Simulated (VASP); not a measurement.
# V (P6_3/mmc) in VASP: settings compared

The runs below take V through single point, with PBE+D4, PBE, PBE+D3(BJ).

Program: VASP 6.6.1. These are calculated values, not measurements. Logs are shortened: lines on timing, memory, paths and dates and some standing lists are left out, and cuts for length are marked.

**1. The cell of the first run**

Symmetry: P6_3/mmc, No. 194, hexagonal system. Conventional cell: a = 2.589 Å, b = 2.589 Å, c = 4.669 Å, α = 90.00°, β = 90.00°, γ = 120.00°. V (site symmetry -6m2) has 12 V at 2.59 to 2.77 Å within 3.4 Å.

**2. Single point, PBE+D4, collinear spin, ferromagnetic start**

Contents of INCAR:

```
PREC     = Accurate       # precision mode
ENCUT    = 520            # plane-wave cutoff, eV
EDIFF    = 1E-6           # SCF threshold, eV
ISMEAR   = -1             # smearing method
SIGMA    = 0.05           # smearing width, eV
LREAL    = F              # projectors in reciprocal space
LASPH    = T              # aspherical terms in the spheres
NELM     = 150            # most SCF steps
ALGO     = Fast           # electronic algorithm
ISIF     = 2              # what is computed and relaxed
LWAVE    = F              # write WAVECAR
LCHARG   = T              # write CHGCAR
ISPIN    = 2              # spin polarisation
MAGMOM   = 2 2            # initial moments
LORBIT   = 11             # projections on sites
LMAXMIX  = 4              # l up to which the mixer works
GGA      = PE             # functional
IVDW     = 13             # dispersion correction
LELF     = T              # ELF
LVHAR    = T            
NBANDS   = 24             # bands
```

Contents of KPOINTS:

```
Automatic mesh
0
Gamma
  12 12 6
```

Contents of POSCAR:

```
V
1.0
    2.5885309645      0.0000000000      0.0000000000
   -1.2942654822      2.2417335738      0.0000000000
    0.0000000000      0.0000000000      4.6689872055
V
2
Direct
    0.3333333333      0.6666666667      0.2500000000
    0.6666666667      0.3333333333      0.7500000000
```

Potentials or basis: VASP PAW PBE potentials, release 64 (V_sv).

Command:

```sh
cat potpaw_PBE.64/V_sv/POTCAR > POTCAR
mpirun -np 1 vasp_std > vasp.out
```

OUTCAR:

```text
PREC = Accurate
   ENCUT = 520
   EDIFF = 1E-6
   ISMEAR = -1
   LREAL = F
   LASPH = T
   NELM = 150
   ISIF = 2
   ISPIN = 2
   LORBIT = 11
   GGA = PE
   IVDW = 13

 ion  position               nearest neighbor table
   1  0.333  0.667  0.250-   2 2.77   2 2.77   2 2.77   2 2.77   2 2.77   2 2.77
   2  0.667  0.333  0.750-   1 2.77   1 2.77   1 2.77   1 2.77   1 2.77   1 2.77

  LATTYP: Found a hexagonal cell.
 ALAT       =     2.5885309645
 C/A-ratio  =     1.8037208245

  Lattice vectors:

 A1 = (   2.5885309645,   0.0000000000,   0.0000000000)
 A2 = (  -1.2942654822,   2.2417335738,   0.0000000000)
 A3 = (   0.0000000000,   0.0000000000,   4.6689872055)

Analysis of symmetry for initial positions (statically):
=====================================================================
 Subroutine PRICEL returns:
 Original cell was already a primitive cell.

 Routine SETGRP: Setting up the symmetry group for a
 hexagonal supercell.

 Subroutine GETGRP returns: Found 24 space group operations
 (whereof 12 operations were pure point group operations)
 out of a pool of 24 trial point group operations.

The static configuration has the point symmetry D_3d.
 The point group associated with its full space group is D_6h.

Analysis of symmetry for dynamics (positions and initial velocities):
=====================================================================
 Subroutine PRICEL returns:
 Original cell was already a primitive cell.

 Routine SETGRP: Setting up the symmetry group for a
 hexagonal supercell.

 Subroutine GETGRP returns: Found 24 space group operations
 (whereof 12 operations were pure point group operations)
 out of a pool of 24 trial point group operations.

The dynamic configuration has the point symmetry D_3d.
 The point group associated with its full space group is D_6h.

Analysis of structural, dynamic, and magnetic symmetry:
=====================================================================
 Subroutine PRICEL returns:
 Original cell was already a primitive cell.

 Routine SETGRP: Setting up the symmetry group for a
 hexagonal supercell.

 Subroutine GETGRP returns: Found 24 space group operations
 (whereof 12 operations were pure point group operations)
 out of a pool of 24 trial point group operations.

The overall configuration has the point symmetry D_3d.
 The point group associated with its full space group is D_6h.

 Subroutine INISYM returns: Found 24 space group operations
 (whereof 12 operations are pure point group operations),
 and found     1 'primitive' translations

----------------------------------------------------------------------------------------

                                     Primitive cell

  volume of cell :      27.0932

  direct lattice vectors                    reciprocal lattice vectors
     2.588530964  0.000000000  0.000000000     0.386319505  0.223041670  0.000000000
    -1.294265482  2.241733574  0.000000000     0.000000000  0.446083340  0.000000000
     0.000000000  0.000000000  4.668987205     0.000000000  0.000000000  0.214179212

  length of vectors
     2.588530964  2.588530965  4.668987205     0.446083340  0.446083340  0.214179212

  position of ions in fractional coordinates (direct lattice)
     0.333333333  0.666666667  0.250000000
     0.666666667  0.333333333  0.750000000

  ion indices of the primitive-cell ions
   primitive index   ion index
                 1           1
                 2           2

----------------------------------------------------------------------------------------

 KPOINTS: Automatic mesh

Automatic generation of k-mesh.
 Grid dimensions read from file:
 generate k-points for:   12   12    6

 Generating k-lattice:

  Cartesian coordinates                     Fractional coordinates (reciprocal lattice)
     0.032193292  0.018586806  0.000000000     0.083333333  0.000000000  0.000000000
     0.000000000  0.037173612  0.000000000     0.000000000  0.083333333  0.000000000
     0.000000000  0.000000000  0.035696535     0.000000000  0.000000000  0.166666667

  Length of vectors
     0.037173612  0.037173612  0.035696535

  Shift w.r.t. Gamma in fractional coordinates (k-lattice)
     0.000000000  0.000000000  0.000000000

 Subroutine IBZKPT returns following result:
 ===========================================

 Found     76 irreducible k-points:

 Following reciprocal coordinates:
            Coordinates               Weight
  0.000000  0.000000  0.000000      1.000000
  0.083333  0.000000  0.000000      6.000000
  0.166667  0.000000  0.000000      6.000000
  0.250000  0.000000  0.000000      6.000000
  0.333333  0.000000  0.000000      6.000000
  0.416667  0.000000  0.000000      6.000000
[... 16 lines left out ...]
  0.250000  0.000000  0.166667     12.000000
  0.333333  0.000000  0.166667     12.000000
 [... further k-points ...]
   k-points           NKPTS =     76   k-points in BZ     NKDIM =     76   number of bands    NBANDS=     24
   number of dos      NEDOS =    301   number of ions     NIONS =      2
   total plane-waves  NPLWV =  14400
   dimension x,y,z NGX =    20 NGY =   20 NGZ =   36
   dimension x,y,z NGXF=    40 NGYF=   40 NGZF=   72
   ions per type =               2
   NGX,Y,Z   is equivalent  to a cutoff of  12.84, 12.84, 12.82 a.u.
   NGXF,Y,Z  is equivalent  to a cutoff of  25.69, 25.69, 25.64 a.u.
 SYSTEM =  unknown system
   PREC   = accura    normal or accurate (medium, high low for compatibility)
   ISTART =      0    job   : 0-new  1-cont  2-samecut
   ICHARG =      2    charge: 1-file 2-atom 10-const
   ISPIN  =      2    spin polarized calculation?
   LNONCOLLINEAR =      F non collinear calculations
   LSORBIT =      F    spin-orbit coupling
   LASPH  =      T    aspherical Exc in radial PAW
   ENCUT  =  520.0 eV  38.22 Ry    6.18 a.u.   4.81  4.81  8.68*2*pi/ulx,y,z
   NELM   =    150;   NELMIN=  2; NELMDL= -5     # of ELM steps
   EDIFF  = 0.1E-05   stopping-criterion for ELM
   LREAL  =      F    real-space projection
   EDIFFG = 0.1E-04   stopping-criterion for IOM
   NSW    =      0    number of steps for IOM
   IBRION =     -1    ionic relax: 0-MD 1-quasi-New 2-CG
   NFREE  =      0    steps in history (QN), initial steepest desc. (CG)
   ISIF   =      2    stress and relaxation
   ISYM   =      2    0-nonsym 1-usesym 2-fastsym
   POTIM  = 0.5000    time-step for ionic-motion
   TEBEG  =    0.0;   TEEND  =   0.0 temperature during run
   PSTRESS=    0.0 pullay stress
   NELECT =      26.0000    total number of electrons
   NUPDOWN=      -1.0000    fix difference up-down
   EMIN   =  10.00;   EMAX   =-10.00  energy-range for DOS
   EFERMI =   0.00;   METHOD = LEGACY
   ISMEAR =    -1;   SIGMA  =   0.05  broadening in eV -4-tet -1-fermi 0-gaus
   EFERMI_NEDOS =   21; number of points for ismear=-14 and -15
   IALGO  =     68    algorithm
   IMIX   =      4    mixing-type and parameters
     AMIX     =   0.40;   BMIX     =  1.00
     AMIX_MAG =   1.60;   BMIX_MAG =  1.00
  volume/ion in A,a.u.               =      13.55        91.42
  Fermi-wavevector in a.u.,A,eV,Ry     =   1.614777  3.051486 35.477263  2.607505
  Thomas-Fermi vector in A             =   2.709631
   LORBIT       =     11    0 simple, 1 ext, 2 COOP (PROOUT), +10 PAW based schemes
   GGA     = PE    functional components
   LHFCALC =     F    Hartree Fock is set to
   AEXX    =    0.0000 exact exchange contribution
   IVDW    =    13    specifies the selected vdW correction
   LEPSILON=     F    determine dielectric tensor
   LRPA    =     F    only Hartree local field effects (RPA)
 spin polarized calculation
 RMM-DIIS sequential band-by-band and
  energy-cutoff  :      520.00
  volume of cell :       27.09
 maximum number of plane-waves:       744
 NGX is ok and might be reduce to    20
   NGX =  9   NGY =  9   NGZ = 17

 number of electron      26.0000015 magnetization      -0.0002413

 number of electron      26.0000015 magnetization       0.0001677

 Free energy of the ion-electron system (eV)
  ---------------------------------------------------
  ext. energy  EPLUGINS =         0.00000000
  ---------------------------------------------------
  free energy    TOTEN  =       -17.48992014 eV

  energy without entropy =      -17.46495792  energy(sigma->0) =      -17.47743903

 E-fermi :   9.9979     XC(G=0): -12.8563

 val. band max:        9.9866673498   @ k =   0.1667   0.0000   0.0000
 cond. band min:      10.0108216116   @ k =   0.3333   0.1667   0.5000
 fundamental gap:      0.0241542618
 Fermi energy:         9.9978523253

 spin component 1

 k-point     1 :       0.0000    0.0000    0.0000
  band No.  band energies     occupation
      1     -54.0093      1.00000
      2     -53.8885      1.00000
      3     -28.1343      1.00000
      4     -27.4394      1.00000
      5     -27.3126      1.00000
      6     -27.3126      1.00000
[... 16 lines left out ...]
     23      28.2627      0.00000
     24      30.5604      0.00000

 k-point     2 :       0.0833    0.0000    0.0000
  band No.  band energies     occupation
      1     -53.9960      1.00000
      2     -53.8789      1.00000
      3     -28.1141      1.00000
      4     -27.4407      1.00000
      5     -27.3745      1.00000
      6     -27.3291      1.00000
[... 16 lines left out ...]
     23      28.2790      0.00000
     24      30.3467      0.00000
[... 565 lines left out ...]
     23      27.3019      0.00000
     24      28.6740      0.00000

 k-point    24 :       0.3333    0.0000    0.1667
  band No.  band energies     occupation
      1     -53.8489      1.00000
      2     -53.7889      1.00000
      3     -28.0250      1.00000
      4     -27.9427      1.00000
      5     -27.8173      1.00000
      6     -27.4971      1.00000
[... 16 lines left out ...]
     23      25.1811      0.00000
     24      27.3002      0.00000

 [... further k-points ...]

 spin component 2

 k-point     1 :       0.0000    0.0000    0.0000
  band No.  band energies     occupation
      1     -54.0092      1.00000
      2     -53.8884      1.00000
      3     -28.1341      1.00000
      4     -27.4393      1.00000
      5     -27.3125      1.00000
      6     -27.3125      1.00000
[... 16 lines left out ...]
     23      28.2628      0.00000
     24      30.5604      0.00000

 k-point     2 :       0.0833    0.0000    0.0000
  band No.  band energies     occupation
      1     -53.9959      1.00000
      2     -53.8788      1.00000
      3     -28.1140      1.00000
      4     -27.4406      1.00000
      5     -27.3744      1.00000
      6     -27.3290      1.00000
[... 16 lines left out ...]
     23      28.2790      0.00000
     24      30.3467      0.00000
[... 565 lines left out ...]
     23      27.3019      0.00000
     24      28.6690      0.00000

 k-point    24 :       0.3333    0.0000    0.1667
  band No.  band energies     occupation
      1     -53.8488      1.00000
      2     -53.7889      1.00000
      3     -28.0249      1.00000
      4     -27.9426      1.00000
      5     -27.8172      1.00000
      6     -27.4970      1.00000
[... 16 lines left out ...]
     23      25.1812      0.00000
     24      27.3014      0.00000

 [... further k-points ...]

------------------------ aborting loop because EDIFF is reached ----------------------------------------

  DFT-D4 for vdW energy calculation

  Edisp (eV):   -0.65211

  FORCE on cell =-STRESS in cart. coord.  units (eV):
  Direction    XX          YY          ZZ          XY          YZ          ZX
  --------------------------------------------------------------------------------------
  -------------------------------------------------------------------------------------
  Total       0.03630     0.03630     0.02804     0.00000    -0.00000     0.00000
  in kB       2.14643     2.14643     1.65837     0.00000    -0.00000     0.00000
  external pressure =        1.98 kB  Pullay stress =        0.00 kB

 VOLUME and BASIS-vectors are now :
 -----------------------------------------------------------------------------
  energy-cutoff  :      520.00
  volume of cell :       27.09
      direct lattice vectors                 reciprocal lattice vectors
     2.588530964  0.000000000  0.000000000     0.386319505  0.223041670  0.000000000
    -1.294265482  2.241733574  0.000000000     0.000000000  0.446083340  0.000000000
     0.000000000  0.000000000  4.668987205     0.000000000  0.000000000  0.214179212

 POSITION                                       TOTAL-FORCE (eV/Angst)
 -----------------------------------------------------------------------------------
     -0.00000      1.49449      1.16725        -0.000000      0.000000      0.000000
      1.29427      0.74724      3.50174         0.000000     -0.000000      0.000000
 -----------------------------------------------------------------------------------
    total drift:                                0.000000     -0.000000      0.000000

  FREE ENERGIE OF THE ION-ELECTRON SYSTEM (eV)
  ---------------------------------------------------
  free  energy   TOTEN  =       -18.1420321088 eV

  energy  without entropy=      -18.1170698857  energy(sigma->0) =      -18.12955100

 total charge

# of ion       s       p       d       tot
------------------------------------------
    1        2.350   6.217   3.099  11.666
    2        2.350   6.217   3.099  11.666
--------------------------------------------------
tot          4.700  12.433   6.199  23.332

 magnetization (x)

# of ion       s       p       d       tot
------------------------------------------
    1       -0.000  -0.000   0.000   0.000
    2       -0.000  -0.000   0.000   0.000
--------------------------------------------------
tot         -0.000  -0.000   0.000   0.000
```

Wall time 40 s (1 thread of Intel Xeon 6975P-C (Granite Rapids), shared host); peak memory 0.19 GiB.

Results:

* Free energy: -18.1420 eV
* Pressure: 0.2 GPa
* Band gap on the k mesh: zero (filled and empty bands overlap)
* Net moment: 0.00 μB per cell
* Valence electrons inside the program's atomic spheres: V 11.67
* Dispersion energy per atom: -0.326 eV

Levels at points of the mesh, in eV from the Fermi level:
Spin up:
```
           k point  band 9  band 10  band 11  band 12  band 13  band 14  band 15  band 16  band 17  band 18
(0.00, 0.00, 0.00)   -6.91    -3.49    -0.57    -0.16     0.33     0.33     0.66     0.66     1.85     1.85
(0.50, 0.00, 0.00)   -3.02    -2.90    -2.79    -0.35    -0.19     0.32     0.60     3.05     3.59     3.71
(0.00, 0.00, 0.50)   -5.10    -5.10    -1.03    -1.03     0.36     0.36     0.36     0.36     2.56     2.56
(0.50, 0.00, 0.50)   -3.33    -3.33    -1.84    -1.84     1.67     1.67     1.68     1.68     3.65     3.65
```
Spin down:
```csv
k point,band 9,band 10,band 11,band 12,band 13,band 14,band 15,band 16,band 17,band 18
"(0.00, 0.00, 0.00)",-6.91,-3.49,-0.57,-0.16,0.33,0.33,0.66,0.66,1.85,1.85
"(0.50, 0.00, 0.00)",-3.02,-2.90,-2.79,-0.35,-0.19,0.32,0.60,3.05,3.59,3.71
"(0.00, 0.00, 0.50)",-5.10,-5.10,-1.03,-1.03,0.36,0.36,0.36,0.36,2.56,2.56
"(0.50, 0.00, 0.50)",-3.33,-3.33,-1.84,-1.84,1.67,1.67,1.68,1.68,3.65,3.65
```

Caveat: pairwise dispersion overbinds metals, which lowers pressure and volume.

**3. Single point, PBE, collinear spin, ferromagnetic start**

This run uses another cell than the first one, of 13.83 Å³/atom, 1.021 times its volume.

Contents of INCAR:

```
SYSTEM = V
  ALGO = Normal
  EDIFF = 1E-7
  ENCUT = 520
  GGA = PE
  ISIF = 2
  ISMEAR = -1
  ISPIN = 2
  LASPH = .True.
  LCHARG = .False.
  LMAXMIX = 4
  LORBIT = 11
  LREAL = .False.
  LWAVE = .False.
  MAGMOM = 2 2
  NBANDS = 24
  NELM = 150
  PREC = Accurate
  SIGMA = 0.05
```

Contents of KPOINTS:

```
k-points
0
Gamma
  12 12 6
  0 0 0
```

Contents of POSCAR:

```
V
1.0
    2.6061633792      0.0000000000      0.0000000000
   -1.3030816896      2.2570036928      0.0000000000
    0.0000000000      0.0000000000      4.7013948901
V
2
Direct
    0.3333333333      0.6666666667      0.2500000000
    0.6666666667      0.3333333333      0.7500000000
```

Potentials or basis: VASP PAW PBE potentials, release 64 (V_sv).

Command:

```sh
cat potpaw_PBE.64/V_sv/POTCAR > POTCAR
mpirun -np 1 vasp_std > vasp.out
```

Wall time 42 s (1 thread of Intel Xeon 6975P-C (Granite Rapids), shared host); peak memory 0.19 GiB.

Results (log left out):

| Item | Value |
| --- | --- |
| Free energy | -17.4973 eV |
| Pressure | 0.2 GPa |
| Band gap on the k mesh | zero (filled and empty bands overlap) |
| Net moment | 0.00 μB per cell |
| Valence electrons inside the program's atomic spheres | V 11.63 |

Stress tensor (GPa, compression positive):
```
0.25 0.00 0.00
0.00 0.25 0.00
0.00 0.00 0.17
```

Levels at points of the mesh, in eV from the Fermi level:
Spin up:
| k point | band 9 | band 10 | band 11 | band 12 | band 13 | band 14 | band 15 | band 16 | band 17 | band 18 |
| --- | --- | --- | --- | --- | --- | --- | --- | --- | --- | --- |
| (0.00, 0.00, 0.00) | -6.86 | -3.44 | -0.55 | -0.19 | 0.33 | 0.33 | 0.65 | 0.65 | 1.81 | 1.81 |
| (0.50, 0.00, 0.00) | -2.94 | -2.85 | -2.71 | -0.34 | -0.21 | 0.31 | 0.60 | 2.97 | 3.50 | 3.61 |
| (0.00, 0.00, 0.50) | -5.08 | -5.08 | -1.01 | -1.01 | 0.36 | 0.36 | 0.36 | 0.36 | 2.50 | 2.50 |
| (0.50, 0.00, 0.50) | -3.26 | -3.26 | -1.79 | -1.79 | 1.62 | 1.62 | 1.64 | 1.64 | 3.56 | 3.56 |
Spin down:
| k point | band 10 | band 11 | band 12 | band 13 | band 14 | band 15 | band 16 | band 17 |
| --- | --- | --- | --- | --- | --- | --- | --- | --- |
| (0.00, 0.00, 0.00) | -3.44 | -0.55 | -0.19 | 0.33 | 0.33 | 0.65 | 0.65 | 1.81 |
| (0.50, 0.00, 0.00) | -2.85 | -2.71 | -0.34 | -0.21 | 0.31 | 0.60 | 2.97 | 3.50 |
| (0.00, 0.00, 0.50) | -5.08 | -1.01 | -1.01 | 0.36 | 0.36 | 0.36 | 0.36 | 2.50 |
| (0.50, 0.00, 0.50) | -3.26 | -1.79 | -1.79 | 1.62 | 1.62 | 1.64 | 1.64 | 3.56 |

[end of part 1 of 2]
